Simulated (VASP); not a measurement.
# Al3N (Pm-3n) in VASP: further runs

The runs below take Al3N through single point, relaxation of cell and atoms, with PBE.

Program: VASP 6.6.1. These are calculated values, not measurements. Logs are shortened: lines on timing, memory, paths and dates and some standing lists are left out, and cuts for length are marked.

## 1. The cell of the first run

It takes space group Pm-3n (No. 223, cubic). The conventional cell has a = 4.805 Å, b = 4.805 Å, c = 4.805 Å, α = 90.00°, β = 90.00°, γ = 90.00°. Al (site symmetry -4m2) has 10 Al at 2.40 to 2.94 Å and 4 N at 2.69 Å within 3.2 Å. N (site symmetry m-3) has 12 Al at 2.69 Å within 3.5 Å.

## 2. Single point, PBE

File INCAR:

```
PREC = Accurate ; ENCUT = 520
EDIFF = 1E-6 ; ISMEAR = 0
SIGMA = 0.2 ; LREAL = F
LASPH = T ; NELM = 100
ALGO = Normal ; ISIF = 2
LWAVE = F ; LCHARG = F
GGA = PE ; NBANDS = 24
```

File KPOINTS:

```
regular mesh
0
Gamma
  4 4 4
```

File POSCAR:

```
Al3N
1.0
    4.8049717568      0.0000000000      0.0000000000
    0.0000000000      4.8049717568      0.0000000000
    0.0000000000      0.0000000000      4.8049717568
Al N
6 2
Direct
    0.0000000000      0.5000000000      0.2500000000
    0.0000000000      0.5000000000      0.7500000000
    0.5000000000      0.7500000000      0.0000000000
    0.5000000000      0.2500000000      0.0000000000
    0.7500000000      0.0000000000      0.5000000000
    0.2500000000      0.0000000000      0.5000000000
    0.5000000000      0.5000000000      0.5000000000
    0.0000000000      0.0000000000      0.0000000000
```

Potentials or basis: VASP PAW PBE potentials, release 64 (Al, N).

Started as:

```
cat potpaw_PBE.64/Al/POTCAR potpaw_PBE.64/N/POTCAR > POTCAR
mpirun -np 1 vasp_std > vasp.out
```

OUTCAR:

```text
PREC = Accurate
   ENCUT = 520
   EDIFF = 1E-6
   ISMEAR = 0
   LREAL = F
   LASPH = T
   NELM = 100
   ISIF = 2
   GGA = PE

 ion  position               nearest neighbor table
   1  0.000  0.500  0.250-   2 2.40   2 2.40   4 2.94   5 2.94   6 2.94   3 2.94   5 2.94   6 2.94
                             3 2.94   4 2.94
   2  0.000  0.500  0.750-   1 2.40   1 2.40   4 2.94   5 2.94   6 2.94   3 2.94   5 2.94   6 2.94
                             3 2.94   4 2.94
   3  0.500  0.750  0.000-   4 2.40   4 2.40   1 2.94   5 2.94   6 2.94   5 2.94   6 2.94   2 2.94
                             1 2.94   2 2.94
   4  0.500  0.250  0.000-   3 2.40   3 2.40   1 2.94   5 2.94   6 2.94   5 2.94   6 2.94   2 2.94
                             1 2.94   2 2.94
   5  0.750  0.000  0.500-   6 2.40   6 2.40   3 2.94   4 2.94   1 2.94   3 2.94   4 2.94   1 2.94
                             2 2.94   2 2.94
   6  0.250  0.000  0.500-   5 2.40   5 2.40   3 2.94   4 2.94   1 2.94   3 2.94   4 2.94   1 2.94
                             2 2.94   2 2.94
   7  0.500  0.500  0.500-
   8  0.000  0.000  0.000-

  LATTYP: Found a simple cubic cell.
 ALAT       =     4.8049717568

  Lattice vectors:

 A1 = (   4.8049717568,   0.0000000000,   0.0000000000)
 A2 = (   0.0000000000,   4.8049717568,   0.0000000000)
 A3 = (   0.0000000000,   0.0000000000,   4.8049717568)

Analysis of symmetry for initial positions (statically):
=====================================================================
 Subroutine PRICEL returns:
 Original cell was already a primitive cell.

 Routine SETGRP: Setting up the symmetry group for a
 simple cubic supercell.

 Subroutine GETGRP returns: Found 48 space group operations
 (whereof 24 operations were pure point group operations)
 out of a pool of 48 trial point group operations.

The static configuration has the point symmetry T_h .
 The point group associated with its full space group is O_h .

Analysis of symmetry for dynamics (positions and initial velocities):
=====================================================================
 Subroutine PRICEL returns:
 Original cell was already a primitive cell.

 Routine SETGRP: Setting up the symmetry group for a
 simple cubic supercell.

 Subroutine GETGRP returns: Found 48 space group operations
 (whereof 24 operations were pure point group operations)
 out of a pool of 48 trial point group operations.

The dynamic configuration has the point symmetry T_h .
 The point group associated with its full space group is O_h .

 Subroutine INISYM returns: Found 48 space group operations
 (whereof 24 operations are pure point group operations),
 and found     1 'primitive' translations

----------------------------------------------------------------------------------------

                                     Primitive cell

  volume of cell :     110.9360

  direct lattice vectors                    reciprocal lattice vectors
     4.804971757  0.000000000  0.000000000     0.208117769  0.000000000  0.000000000
     0.000000000  4.804971757  0.000000000     0.000000000  0.208117769  0.000000000
     0.000000000  0.000000000  4.804971757     0.000000000  0.000000000  0.208117769

  length of vectors
     4.804971757  4.804971757  4.804971757     0.208117769  0.208117769  0.208117769

  position of ions in fractional coordinates (direct lattice)
     0.000000000  0.500000000  0.250000000
     0.000000000  0.500000000  0.750000000
     0.500000000  0.750000000  0.000000000
     0.500000000  0.250000000  0.000000000
     0.750000000  0.000000000  0.500000000
     0.250000000  0.000000000  0.500000000
     0.500000000  0.500000000  0.500000000
     0.000000000  0.000000000  0.000000000

  ion indices of the primitive-cell ions
   primitive index   ion index
                 1           1
                 2           2
                 3           3
                 4           4
                 5           5
                 6           6
                 7           7
                 8           8

----------------------------------------------------------------------------------------

 KPOINTS: regular mesh

Automatic generation of k-mesh.
 Grid dimensions read from file:
 generate k-points for:    4    4    4

 Generating k-lattice:

  Cartesian coordinates                     Fractional coordinates (reciprocal lattice)
     0.052029442  0.000000000  0.000000000     0.250000000  0.000000000  0.000000000
     0.000000000  0.052029442  0.000000000     0.000000000  0.250000000  0.000000000
     0.000000000  0.000000000  0.052029442     0.000000000  0.000000000  0.250000000

  Length of vectors
     0.052029442  0.052029442  0.052029442

  Shift w.r.t. Gamma in fractional coordinates (k-lattice)
     0.000000000  0.000000000  0.000000000

 Subroutine IBZKPT returns following result:
 ===========================================

 Found     10 irreducible k-points:

 Following reciprocal coordinates:
            Coordinates               Weight
  0.000000  0.000000  0.000000      1.000000
  0.250000  0.000000  0.000000      6.000000
  0.500000  0.000000  0.000000      3.000000
  0.250000  0.250000  0.000000     12.000000
  0.500000  0.250000  0.000000     12.000000
  0.500000  0.500000  0.000000      3.000000
  0.250000  0.250000  0.250000      8.000000
  0.500000  0.250000  0.250000     12.000000
  0.500000  0.500000  0.250000      6.000000
  0.500000  0.500000  0.500000      1.000000
   k-points           NKPTS =     10   k-points in BZ     NKDIM =     10   number of bands    NBANDS=     24
   number of dos      NEDOS =    301   number of ions     NIONS =      8
   total plane-waves  NPLWV =  46656
   dimension x,y,z NGX =    36 NGY =   36 NGZ =   36
   dimension x,y,z NGXF=    72 NGYF=   72 NGZF=   72
   ions per type =               6   2
   NGX,Y,Z   is equivalent  to a cutoff of  12.46, 12.46, 12.46 a.u.
   NGXF,Y,Z  is equivalent  to a cutoff of  24.91, 24.91, 24.91 a.u.
 SYSTEM =  unknown system
   PREC   = accura    normal or accurate (medium, high low for compatibility)
   ISTART =      0    job   : 0-new  1-cont  2-samecut
   ICHARG =      2    charge: 1-file 2-atom 10-const
   ISPIN  =      1    spin polarized calculation?
   LNONCOLLINEAR =      F non collinear calculations
   LSORBIT =      F    spin-orbit coupling
   LASPH  =      T    aspherical Exc in radial PAW
   ENCUT  =  520.0 eV  38.22 Ry    6.18 a.u.   8.93  8.93  8.93*2*pi/ulx,y,z
   NELM   =    100;   NELMIN=  2; NELMDL= -5     # of ELM steps
   EDIFF  = 0.1E-05   stopping-criterion for ELM
   LREAL  =      F    real-space projection
   EDIFFG = 0.1E-04   stopping-criterion for IOM
   NSW    =      0    number of steps for IOM
   IBRION =     -1    ionic relax: 0-MD 1-quasi-New 2-CG
   NFREE  =      0    steps in history (QN), initial steepest desc. (CG)
   ISIF   =      2    stress and relaxation
   ISYM   =      2    0-nonsym 1-usesym 2-fastsym
   POTIM  = 0.5000    time-step for ionic-motion
   TEBEG  =    0.0;   TEEND  =   0.0 temperature during run
   PSTRESS=    0.0 pullay stress
   NELECT =      28.0000    total number of electrons
   NUPDOWN=      -1.0000    fix difference up-down
   EMIN   =  10.00;   EMAX   =-10.00  energy-range for DOS
   EFERMI =   0.00;   METHOD = LEGACY
   ISMEAR =     0;   SIGMA  =   0.20  broadening in eV -4-tet -1-fermi 0-gaus
   EFERMI_NEDOS =   21; number of points for ismear=-14 and -15
   IALGO  =     38    algorithm
   IMIX   =      4    mixing-type and parameters
     AMIX     =   0.40;   BMIX     =  1.00
     AMIX_MAG =   1.60;   BMIX_MAG =  1.00
  volume/ion in A,a.u.               =      13.87        93.58
  Fermi-wavevector in a.u.,A,eV,Ry     =   1.034594  1.955099 14.563472  1.070385
  Thomas-Fermi vector in A             =   2.168897
   LORBIT       =      0    0 simple, 1 ext, 2 COOP (PROOUT), +10 PAW based schemes
   GGA     = PE    functional components
   LHFCALC =     F    Hartree Fock is set to
   AEXX    =    0.0000 exact exchange contribution
   IVDW    =     0    specifies the selected vdW correction
   LEPSILON=     F    determine dielectric tensor
   LRPA    =     F    only Hartree local field effects (RPA)
 non-spin polarized calculation
 Gauss-broadening in eV      SIGMA  =   0.20
  energy-cutoff  :      520.00
  volume of cell :      110.94
 maximum number of plane-waves:      3016
 NGX is ok and might be reduce to    36
   NGX = 17   NGY = 17   NGZ = 17

 number of electron      27.9999997 magnetization

 Free energy of the ion-electron system (eV)
  ---------------------------------------------------
  ext. energy  EPLUGINS =         0.00000000
  ---------------------------------------------------
  free energy    TOTEN  =       -32.82123654 eV

  energy without entropy =      -32.70521093  energy(sigma->0) =      -32.76322374

 E-fermi :   7.8108     XC(G=0): -10.5554

 val. band max:        7.8074509933   @ k =   0.5000   0.2500   0.0000
 cond. band min:       7.8255688114   @ k =   0.2500   0.2500   0.0000
 fundamental gap:      0.0181178181
 Fermi energy:         7.8108105357

 k-point     1 :       0.0000    0.0000    0.0000
  band No.  band energies     occupation
      1      -6.6872      2.00000
      2      -5.5614      2.00000
      3       0.1681      2.00000
      4       1.9761      2.00000
      5       1.9761      2.00000
      6       1.9761      2.00000
[... 16 lines left out ...]
     23      10.4186      0.00000
     24      15.2516      0.00000

 k-point     2 :       0.2500    0.0000    0.0000
  band No.  band energies     occupation
      1      -6.4914      2.00000
      2      -5.6702      2.00000
      3      -0.0983      2.00000
      4       0.2946      2.00000
      5       2.2977      2.00000
      6       2.2977      2.00000
[... 16 lines left out ...]
     23      12.0320      0.00000
     24      12.6636      0.00000

 k-point     3 :       0.5000    0.0000    0.0000
  band No.  band energies     occupation
      1      -6.0386      2.00000
      2      -6.0386      2.00000
      3      -0.3431      2.00000
      4      -0.3431      2.00000
      5       3.1051      2.00000
      6       3.1051      2.00000
[... 16 lines left out ...]
     23      13.7666      0.00000
     24      13.7666      0.00000

 k-point     4 :       0.2500    0.2500    0.0000
  band No.  band energies     occupation
      1      -6.3221      2.00000
      2      -5.7193      2.00000
      3      -0.3398      2.00000
      4      -0.0968      2.00000
      5       1.5061      2.00000
      6       2.6057      2.00000
[... 16 lines left out ...]
     23      12.5166      0.00000
     24      13.1265      0.00000

 k-point     5 :       0.5000    0.2500    0.0000
  band No.  band energies     occupation
      1      -5.9594      2.00000
      2      -5.9594      2.00000
      3      -0.5799      2.00000
      4      -0.5700      2.00000
      5       2.2682      2.00000
      6       2.3632      2.00000
[... 16 lines left out ...]
     23      13.4207      0.00000
     24      14.0248      0.00000

 k-point     6 :       0.5000    0.5000    0.0000
  band No.  band energies     occupation
      1      -5.8741      2.00000
      2      -5.8741      2.00000
      3      -0.8603      2.00000
      4      -0.8477      2.00000
      5       2.3042      2.00000
      6       2.3042      2.00000
[... 16 lines left out ...]
     23      12.4431      0.00000
     24      12.6801      0.00000

 k-point     7 :       0.2500    0.2500    0.2500
  band No.  band energies     occupation
      1      -6.1776      2.00000
      2      -5.7357      2.00000
      3      -0.4416      2.00000
      4       0.2733      2.00000
      5       0.2733      2.00000
      6       3.0047      2.00000
[... 16 lines left out ...]
     23      13.7083      0.00000
     24      13.7083      0.00000

 k-point     8 :       0.5000    0.2500    0.2500
  band No.  band energies     occupation
      1      -5.8897      2.00000
      2      -5.8897      2.00000
      3      -0.4760      2.00000
      4      -0.4760      2.00000
      5       1.3569      2.00000
      6       1.3569      2.00000
[... 16 lines left out ...]
     23      13.4289      0.00000
     24      13.4289      0.00000

 k-point     9 :       0.5000    0.5000    0.2500
  band No.  band energies     occupation
      1      -5.8157      2.00000
      2      -5.8157      2.00000
      3      -0.4833      2.00000
      4      -0.4723      2.00000
      5       1.2191      2.00000
      6       1.2191      2.00000
[... 16 lines left out ...]
     23      12.5047      0.00000
     24      12.6429      0.00000

 k-point    10 :       0.5000    0.5000    0.5000
  band No.  band energies     occupation
      1      -5.7543      2.00000
      2      -5.7543      2.00000
      3       0.6283      2.00000
      4       0.6283      2.00000
      5       0.6283      2.00000
      6       0.6283      2.00000
[... 16 lines left out ...]
     23      13.2176      0.00000
     24      13.2176      0.00000

------------------------ aborting loop because EDIFF is reached ----------------------------------------

  FORCE on cell =-STRESS in cart. coord.  units (eV):
  Direction    XX          YY          ZZ          XY          YZ          ZX
  --------------------------------------------------------------------------------------
  -------------------------------------------------------------------------------------
  Total        0.0562072      0.0562072      0.0562072      0.0000000      0.0000000      0.0000000
  in kB        0.8117641      0.8117641      0.8117641      0.0000000      0.0000000      0.0000000
  external PRESSURE =       0.8117641 kB  Pullay stress =       0.0000000 kB

 VOLUME and BASIS-vectors are now :
 -----------------------------------------------------------------------------
  energy-cutoff  :      520.00
  volume of cell :      110.94
      direct lattice vectors                 reciprocal lattice vectors
     4.804971757  0.000000000  0.000000000     0.208117769  0.000000000  0.000000000
     0.000000000  4.804971757  0.000000000     0.000000000  0.208117769  0.000000000
     0.000000000  0.000000000  4.804971757     0.000000000  0.000000000  0.208117769

 POSITION                                       TOTAL-FORCE (eV/Angst)
 -----------------------------------------------------------------------------------
      0.00000      2.40249      1.20124        -0.000000     -0.000000      0.000000
      0.00000      2.40249      3.60373         0.000000     -0.000000      0.000000
      2.40249      3.60373      0.00000        -0.000000     -0.000000     -0.000000
      2.40249      1.20124      0.00000         0.000000      0.000000     -0.000000
      3.60373      0.00000      2.40249        -0.000000     -0.000000     -0.000000
      1.20124      0.00000      2.40249         0.000000      0.000000      0.000000
      2.40249      2.40249      2.40249        -0.000000      0.000000      0.000000
      0.00000      0.00000      0.00000        -0.000000      0.000000      0.000000
 -----------------------------------------------------------------------------------
    total drift:                                0.000000      0.000000      0.000000

  FREE ENERGIE OF THE ION-ELECTRON SYSTEM (eV)
  ---------------------------------------------------
  free  energy   TOTEN  =       -32.8212365408 eV

  energy  without entropy=      -32.7052109315  energy(sigma->0) =      -32.76322374
```

Run time: 28 s. Hardware: 1 thread of Intel Xeon Platinum 8488C (Sapphire Rapids), shared host; peak memory 0.2 GiB.

Results:

```
Free energy            : -32.8212 eV
Pressure               : 0.1 GPa
Band gap on the k mesh : zero (band 14 reaches 8.57 eV, above the bottom of band 15 at 7.63 eV)
```

[end of part 1 of 2]
